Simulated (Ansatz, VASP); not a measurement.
**Cd3C4: VASP beside Ansatz**

```xyz
7
Lattice="4.7244 0.0000 0.0000 0.0000 4.7244 0.0000 0.0000 0.0000 4.7244" Properties=species:S:1:pos:R:3 pbc="T T T"
Cd    2.3622    2.3622    0.0000
Cd    0.0000    2.3622    2.3622
Cd    2.3622    0.0000    2.3622
C     2.3622    2.3622    2.3622
C     2.3622    0.0000    0.0000
C     0.0000    2.3622    0.0000
C     0.0000    0.0000    2.3622
```

Change from the starting cell: species swapped into the W3N4 type (Pm-3m, No. 221).

Alike in both runs: task single point; functional PBE; k mesh 4 × 4 × 4; occupations gaussian, width 0.1 eV; collinear spin.

```csv
,VASP,Ansatz
version,VASP 6.6.1,Ansatz 0.2.0
potentials or method,"VASP PAW PBE potentials, release 64 (Cd, C), cutoff 520 eV","scalar-relativistic, plane waves, PAW"
valence electrons in the cell,52,76
```

Ansatz gave:

| Quantity | Value |
| --- | --- |
| gap on the k mesh at the Fermi level (eV) | none |
| pressure (GPa) | -0.2 |
| net moment per atom (μB) | 0.00 |

Q: Estimate VASP's values.

A: gap on the k mesh at the Fermi level (eV): none; pressure (GPa): 1.0; net moment per atom (μB): 0.00.

A gap of «none» marks a metal or a gap that the smearing closes. VASP's potentials hold 52 valence electrons a cell and Ansatz's 76, so a difference there can come from the potentials and not from the codes. Ansatz's warnings: seeded moment not kept.
